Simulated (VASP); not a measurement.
# NaF (Fm-3m) in VASP: further runs

The runs below take NaF through single point, with PBE.

Program: VASP 6.6.1. These are calculated values, not measurements. Logs are shortened: lines on timing, memory, paths and dates and some standing lists are left out, and cuts for length are marked.

## (1) The cell of the first run

The structure is cubic, space group Fm-3m (No. 225). Conventional cell: a = 4.467 Å, b = 4.467 Å, c = 4.467 Å, α = 90.00°, β = 90.00°, γ = 90.00°. Na (site symmetry m-3m) has 6 F at 2.23 Å within 3.0 Å. Within 3.0 Å of F (site symmetry m-3m) lie 6 Na at 2.23 Å.

## (2) Single point, PBE

INCAR reads:

```
SYSTEM = NaF
ALGO = Normal
EDIFF = 1E-6
ENCUT = 600
GGA = PE
GGA_COMPAT = .FALSE.
ISIF = 2
ISMEAR = 0
LASPH = .TRUE.
LCHARG = .FALSE.
LREAL = .FALSE.
LWAVE = .FALSE.
NBANDS = 14
NELM = 120
PREC = Accurate
SIGMA = 0.01
```

KPOINTS reads:

```
k-points
0
G
  3 3 3
  0 0 0
```

POSCAR reads:

```
NaF
1.0
    0.0000000000      2.2334563300      2.2334563300
    2.2334563300      0.0000000000      2.2334563300
    2.2334563300      2.2334563300      0.0000000000
Na F
1 1
Direct
    0.0000000000      0.0000000000      0.0000000000
    0.5000000000      0.5000000000      0.5000000000
```

Potentials or basis: VASP PAW PBE potentials, release 64 (Na_pv, F).

Command:

```sh
> cat potpaw_PBE.64/Na_pv/POTCAR potpaw_PBE.64/F/POTCAR > POTCAR
> mpirun -np 1 vasp_std > vasp.out
```

OUTCAR:

```text
SYSTEM = NaF
   EDIFF = 1E-6
   ENCUT = 600
   GGA = PE
   ISIF = 2
   ISMEAR = 0
   LASPH = .TRUE.
   LREAL = .FALSE.
   NELM = 120
   PREC = Accurate

 ion  position               nearest neighbor table
   1  0.000  0.000  0.000-   2 2.23   2 2.23   2 2.23   2 2.23   2 2.23   2 2.23
   2  0.500  0.500  0.500-   1 2.23   1 2.23   1 2.23   1 2.23   1 2.23   1 2.23

  LATTYP: Found a face centered cubic cell.
 ALAT       =     4.4669126600

  Lattice vectors:

 A1 = (   0.0000000000,   2.2334563300,   2.2334563300)
 A2 = (   2.2334563300,   0.0000000000,   2.2334563300)
 A3 = (   2.2334563300,   2.2334563300,   0.0000000000)

Analysis of symmetry for initial positions (statically):
=====================================================================
 Subroutine PRICEL returns:
 Original cell was already a primitive cell.

 Routine SETGRP: Setting up the symmetry group for a
 face centered cubic supercell.

 Subroutine GETGRP returns: Found 48 space group operations
 (whereof 48 operations were pure point group operations)
 out of a pool of 48 trial point group operations.

The static configuration has the point symmetry O_h .

Analysis of symmetry for dynamics (positions and initial velocities):
=====================================================================
 Subroutine PRICEL returns:
 Original cell was already a primitive cell.

 Routine SETGRP: Setting up the symmetry group for a
 face centered cubic supercell.

 Subroutine GETGRP returns: Found 48 space group operations
 (whereof 48 operations were pure point group operations)
 out of a pool of 48 trial point group operations.

The dynamic configuration has the point symmetry O_h .

 Subroutine INISYM returns: Found 48 space group operations
 (whereof 48 operations are pure point group operations),
 and found     1 'primitive' translations

----------------------------------------------------------------------------------------

                                     Primitive cell

  volume of cell :      22.2824

  direct lattice vectors                    reciprocal lattice vectors
     0.000000000  2.233456330  2.233456330    -0.223868268  0.223868268  0.223868268
     2.233456330  0.000000000  2.233456330     0.223868268 -0.223868268  0.223868268
     2.233456330  2.233456330  0.000000000     0.223868268  0.223868268 -0.223868268

  length of vectors
     3.158584233  3.158584233  3.158584233     0.387751214  0.387751214  0.387751214

  position of ions in fractional coordinates (direct lattice)
     0.000000000  0.000000000  0.000000000
     0.500000000  0.500000000  0.500000000

  ion indices of the primitive-cell ions
   primitive index   ion index
                 1           1
                 2           2

----------------------------------------------------------------------------------------

 KPOINTS: k-points

Automatic generation of k-mesh.
 Grid dimensions read from file:
 generate k-points for:    3    3    3

 Generating k-lattice:

  Cartesian coordinates                     Fractional coordinates (reciprocal lattice)
    -0.074622756  0.074622756  0.074622756     0.333333333  0.000000000  0.000000000
     0.074622756 -0.074622756  0.074622756     0.000000000  0.333333333  0.000000000
     0.074622756  0.074622756 -0.074622756     0.000000000  0.000000000  0.333333333

  Length of vectors
     0.129250405  0.129250405  0.129250405

  Shift w.r.t. Gamma in fractional coordinates (k-lattice)
     0.000000000  0.000000000  0.000000000

 Subroutine IBZKPT returns following result:
 ===========================================

 Found      4 irreducible k-points:

 Following reciprocal coordinates:
            Coordinates               Weight
  0.000000  0.000000  0.000000      1.000000
  0.333333  0.000000  0.000000      8.000000
  0.333333  0.333333  0.000000      6.000000
 -0.333333  0.333333  0.000000     12.000000
   k-points           NKPTS =      4   k-points in BZ     NKDIM =      4   number of bands    NBANDS=     14
   number of dos      NEDOS =    301   number of ions     NIONS =      2
   total plane-waves  NPLWV =  21952
   dimension x,y,z NGX =    28 NGY =   28 NGZ =   28
   dimension x,y,z NGXF=    56 NGYF=   56 NGZF=   56
   ions per type =               1   1
   NGX,Y,Z   is equivalent  to a cutoff of  14.74, 14.74, 14.74 a.u.
   NGXF,Y,Z  is equivalent  to a cutoff of  29.47, 29.47, 29.47 a.u.
 SYSTEM =  NaF
   PREC   = accura    normal or accurate (medium, high low for compatibility)
   ISTART =      0    job   : 0-new  1-cont  2-samecut
   ICHARG =      2    charge: 1-file 2-atom 10-const
   ISPIN  =      1    spin polarized calculation?
   LNONCOLLINEAR =      F non collinear calculations
   LSORBIT =      F    spin-orbit coupling
   LASPH  =      T    aspherical Exc in radial PAW
   ENCUT  =  600.0 eV  44.10 Ry    6.64 a.u.   6.31  6.31  6.31*2*pi/ulx,y,z
   NELM   =    120;   NELMIN=  2; NELMDL= -5     # of ELM steps
   EDIFF  = 0.1E-05   stopping-criterion for ELM
   LREAL  =      F    real-space projection
   EDIFFG = 0.1E-04   stopping-criterion for IOM
   NSW    =      0    number of steps for IOM
   IBRION =     -1    ionic relax: 0-MD 1-quasi-New 2-CG
   NFREE  =      0    steps in history (QN), initial steepest desc. (CG)
   ISIF   =      2    stress and relaxation
   ISYM   =      2    0-nonsym 1-usesym 2-fastsym
   POTIM  = 0.5000    time-step for ionic-motion
   TEBEG  =    0.0;   TEEND  =   0.0 temperature during run
   PSTRESS=    0.0 pullay stress
   NELECT =      14.0000    total number of electrons
   NUPDOWN=      -1.0000    fix difference up-down
   EMIN   =  10.00;   EMAX   =-10.00  energy-range for DOS
   EFERMI =   0.00;   METHOD = LEGACY
   ISMEAR =     0;   SIGMA  =   0.01  broadening in eV -4-tet -1-fermi 0-gaus
   EFERMI_NEDOS =   21; number of points for ismear=-14 and -15
   IALGO  =     38    algorithm
   IMIX   =      4    mixing-type and parameters
     AMIX     =   0.40;   BMIX     =  1.00
     AMIX_MAG =   1.60;   BMIX_MAG =  1.00
  volume/ion in A,a.u.               =      11.14        75.18
  Fermi-wavevector in a.u.,A,eV,Ry     =   1.402157  2.649693 26.749664  1.966045
  Thomas-Fermi vector in A             =   2.524947
   LORBIT       =      0    0 simple, 1 ext, 2 COOP (PROOUT), +10 PAW based schemes
   GGA     = PE    functional components
   LHFCALC =     F    Hartree Fock is set to
   AEXX    =    0.0000 exact exchange contribution
   IVDW    =     0    specifies the selected vdW correction
   LEPSILON=     F    determine dielectric tensor
   LRPA    =     F    only Hartree local field effects (RPA)
 non-spin polarized calculation
 Gauss-broadening in eV      SIGMA  =   0.01
  energy-cutoff  :      600.00
  volume of cell :       22.28
 maximum number of plane-waves:       751
 NGX is ok and might be reduce to    28
   NGX = 13   NGY = 13   NGZ = 13

 number of electron      14.0000002 magnetization

 Free energy of the ion-electron system (eV)
  ---------------------------------------------------
  ext. energy  EPLUGINS =         0.00000000
  ---------------------------------------------------
  free energy    TOTEN  =        -8.46285338 eV

  energy without entropy =       -8.46285338  energy(sigma->0) =       -8.46285338

 E-fermi :  -1.4803     XC(G=0):  -9.6908

 val. band max:       -1.5500276503   @ k =   0.0000   0.0000   0.0000
 cond. band min:       5.3820700637   @ k =   0.0000   0.0000   0.0000
 fundamental gap:      6.9320977140
 Fermi energy:        -1.4803105527

 k-point     1 :       0.0000    0.0000    0.0000
  band No.  band energies     occupation
      1     -20.9287      2.00000
      2     -20.1977      2.00000
      3     -20.1977      2.00000
      4     -20.1977      2.00000
      5      -1.5500      2.00000
      6      -1.5500      2.00000
      7      -1.5500      2.00000
      8       5.3821      0.00000
      9      18.2085      0.00000
     10      18.2085      0.00000
     11      18.2085      0.00000
     12      21.3137      0.00000
     13      23.6127      0.00000
     14      23.6127      0.00000

 k-point     2 :       0.3333    0.0000    0.0000
  band No.  band energies     occupation
      1     -21.4158      2.00000
      2     -20.2097      2.00000
      3     -20.2097      2.00000
      4     -19.5703      2.00000
      5      -3.0091      2.00000
      6      -1.7899      2.00000
      7      -1.7899      2.00000
      8       8.4489      0.00000
      9      13.2185      0.00000
     10      19.5525      0.00000
     11      19.5525      0.00000
     12      22.4345      0.00000
     13      22.4345      0.00000
     14      24.2328      0.00000

 k-point     3 :       0.3333    0.3333    0.0000
  band No.  band energies     occupation
      1     -21.0542      2.00000
      2     -20.2550      2.00000
      3     -20.2550      2.00000
      4     -19.9329      2.00000
      5      -2.8627      2.00000
      6      -1.9059      2.00000
      7      -1.9059      2.00000
      8       9.4795      0.00000
      9      12.9317      0.00000
     10      16.7169      0.00000
     11      19.3726      0.00000
     12      19.3726      0.00000
     13      25.5407      0.00000
     14      26.5592      0.00000

 k-point     4 :      -0.3333    0.3333    0.0000
  band No.  band energies     occupation
      1     -21.1830      2.00000
      2     -20.3413      2.00000
      3     -20.2388      2.00000
      4     -19.6967      2.00000
      5      -2.7425      2.00000
      6      -2.5881      2.00000
      7      -1.9544      2.00000
      8      11.4047      0.00000
      9      12.6046      0.00000
     10      15.1306      0.00000
     11      19.6003      0.00000
     12      19.8828      0.00000
     13      24.8222      0.00000
     14      28.1852      0.00000

------------------------ aborting loop because EDIFF is reached ----------------------------------------

  FORCE on cell =-STRESS in cart. coord.  units (eV):
  Direction    XX          YY          ZZ          XY          YZ          ZX
  --------------------------------------------------------------------------------------
  -------------------------------------------------------------------------------------
  Total        1.3458763      1.3458763      1.3458763      0.0000000      0.0000000     -0.0000000
  in kB       96.7728093     96.7728093     96.7728093      0.0000000      0.0000000     -0.0000000
  external PRESSURE =      96.7728093 kB  Pullay stress =       0.0000000 kB

 VOLUME and BASIS-vectors are now :
 -----------------------------------------------------------------------------
  energy-cutoff  :      600.00
  volume of cell :       22.28
      direct lattice vectors                 reciprocal lattice vectors
     0.000000000  2.233456330  2.233456330    -0.223868268  0.223868268  0.223868268
     2.233456330  0.000000000  2.233456330     0.223868268 -0.223868268  0.223868268
     2.233456330  2.233456330  0.000000000     0.223868268  0.223868268 -0.223868268

 POSITION                                       TOTAL-FORCE (eV/Angst)
 -----------------------------------------------------------------------------------
      0.00000      0.00000      0.00000        -0.000000     -0.000000     -0.000000
      2.23346      2.23346      2.23346         0.000000      0.000000      0.000000
 -----------------------------------------------------------------------------------
    total drift:                                0.000000      0.000000      0.000000

  FREE ENERGIE OF THE ION-ELECTRON SYSTEM (eV)
  ---------------------------------------------------
  free  energy   TOTEN  =        -8.4628533761 eV

  energy  without entropy=       -8.4628533761  energy(sigma->0) =       -8.46285338
```

It took 6.6 s on 1 thread of Intel Xeon 8259CL, shared host; peak memory 0.14 GiB.

Results:

```yaml
Free_energy: -8.4629 eV
Pressure: 9.7 GPa
Band_gap_on_the_k_mesh: 6.93 eV
```

Levels at points of the mesh, in eV from the valence-band top:
| k point | band 3 | band 4 | band 5 | band 6 | band 7 | band 8 | band 9 | band 10 | band 11 | band 12 |
| --- | --- | --- | --- | --- | --- | --- | --- | --- | --- | --- |
| (0.00, 0.00, 0.00) | -18.65 | -18.65 | 0.00 | 0.00 | 0.00 | 6.93 | 19.76 | 19.76 | 19.76 | 22.86 |

Caveat: the k points lie up to 0.81 Å⁻¹ apart.

## (3) Single point, PBE

This run uses another cell than the first one, of 12.56 Å³/atom.

INCAR reads:

```
SYSTEM = NaF
PREC = Accurate ; ENCUT = 600
EDIFF = 1E-6 ; ISMEAR = 0
SIGMA = 0.01 ; LREAL = .FALSE.
LASPH = .TRUE. ; NELM = 120
ALGO = Normal ; ISIF = 2
LWAVE = .FALSE. ; LCHARG = .FALSE.
GGA = PE ; NBANDS = 14
GGA_COMPAT = .FALSE.
```

KPOINTS reads:

```
regular mesh
0
G
  3 3 3
  0 0 0
```

POSCAR reads:

```
NaF
1.0
    0.0000000000      2.3247172400      2.3247172400
    2.3247172400      0.0000000000      2.3247172400
    2.3247172400      2.3247172400      0.0000000000
Na F
1 1
Direct
    0.0000000000      0.0000000000      0.0000000000
    0.5000000000      0.5000000000      0.5000000000
```

Potentials or basis: VASP PAW PBE potentials, release 64 (Na_pv, F).

Command:

```sh
> cat potpaw_PBE.64/Na_pv/POTCAR potpaw_PBE.64/F/POTCAR > POTCAR
> mpirun -np 1 vasp_std > vasp.out
```

Wall time 6.9 s (1 thread of Intel Xeon 8259CL, shared host); peak memory 0.14 GiB.

It converged, with:

```
Free energy            : -8.5608 eV
Pressure               : 1.4 GPa
Band gap on the k mesh : 6.24 eV
```

Levels at points of the mesh, in eV from the valence-band top:
```tsv
k point	band 5	band 6	band 7	band 8	band 9	band 10
(0.00, 0.00, 0.00)	0.00	0.00	0.00	6.24	18.90	18.90
```

Caveat: the k points lie up to 0.78 Å⁻¹ apart.

## (4) Single point, PBE

This run uses another cell than the first one, of 12.56 Å³/atom.

INCAR reads:

```
PREC = Accurate ; ENCUT = 600
EDIFF = 1E-6 ; ISMEAR = 0
SIGMA = 0.01 ; LREAL = False
LASPH = True ; NELM = 120
ALGO = Normal ; ISIF = 2
LWAVE = False ; LCHARG = False
GGA = PE ; NBANDS = 14
GGA_COMPAT = False
```

KPOINTS reads:

```
regular mesh
0
Gamma
  3 3 3
```

POSCAR is that of step 3.

Command:

```sh
> cat potpaw_PBE.64/Na_pv/POTCAR potpaw_PBE.64/F/POTCAR > POTCAR
> mpirun -np 1 vasp_std > vasp.out
```

Wall time 6.9 s (1 thread of Intel Xeon 8259CL, shared host); peak memory 0.14 GiB.

Results (log left out):

```yaml
Free_energy: -8.5608 eV
Pressure: 1.4 GPa
Band_gap_on_the_k_mesh: 6.24 eV
```

Levels at points of the mesh, in eV from the valence-band top:
| k point | band 5 | band 6 | band 7 | band 8 | band 9 | band 10 |
| --- | --- | --- | --- | --- | --- | --- |
| (0.00, 0.00, 0.00) | 0.00 | 0.00 | 0.00 | 6.24 | 18.90 | 18.90 |

Caveat: the k points lie up to 0.78 Å⁻¹ apart.
